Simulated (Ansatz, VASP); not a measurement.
**GaSb: VASP beside Ansatz**

Contents of INCAR:

```
PREC = Accurate
ENCUT = 520
EDIFF = 1E-6
ISMEAR = 0
SIGMA = 0.15
LREAL = F
LASPH = T
NELM = 100
ALGO = Normal
ISIF = 2
LWAVE = F
LCHARG = T
GGA = PE
LELF = T
LVHAR = T
NBANDS = 16
```

KPOINTS

```
regular mesh
0
Gamma
  16 16 16
```

Contents of POSCAR:

```
GaSb
1.0
   -2.8950000000      2.8950000000      1.7076500000
    2.8950000000     -2.8950000000      1.7076500000
    2.8950000000      2.8950000000     -1.7076500000
Ga Sb
1 1
Direct
    0.2500000000      0.7500000000      0.5000000000
    0.0000000000      0.0000000000      0.0000000000
```

Input for Ansatz:

```yaml
crystal:
  lattice:
    - [-2.895, 2.895, 1.70765]
    - [2.895, -2.895, 1.70765]
    - [2.895, 2.895, -1.70765]
  atoms:
    - { symbol: Ga, position: [0.25, 0.75, 0.5] }
    - { symbol: Sb, position: [0.0, 0.0, 0.0] }
basis:
  ecutwfc: 420
kpoints:
  mp_grid: { grid: [16, 16, 16] }
hamiltonian:
  xc: pbe
  pseudopotentials: { kind: paw, azcp: { folder: soft_1 } }
scf:
  occupations: { method: gaussian, width: 0.15 }
output:
  forces: true
  stress: true
  eigenvalues: true
```

Alike in both runs: task single point; functional PBE; k mesh 16 × 16 × 16; occupations gaussian, width 0.15 eV; no spin polarisation.

```csv
,VASP,Ansatz
version,VASP 6.6.1,Ansatz 0.2.0
potentials or method,"VASP PAW PBE potentials, release 64 (Ga_d, Sb), cutoff 520 eV","scalar-relativistic, plane waves, PAW"
valence electrons in the cell,18,28
```

```csv
,VASP,Ansatz,Ansatz less VASP
gap on the k mesh at the Fermi level (eV),none,none,-
pressure (GPa),-5.7,-5.7,+0.05
```

A gap of «none» marks a metal or a gap that the smearing closes. The functional is the same, so the differences come from potentials, cutoffs and numerics. VASP's potentials hold 18 valence electrons a cell and Ansatz's 28, so a difference there can come from the potentials and not from the codes.

Spin-orbit coupling is off throughout.
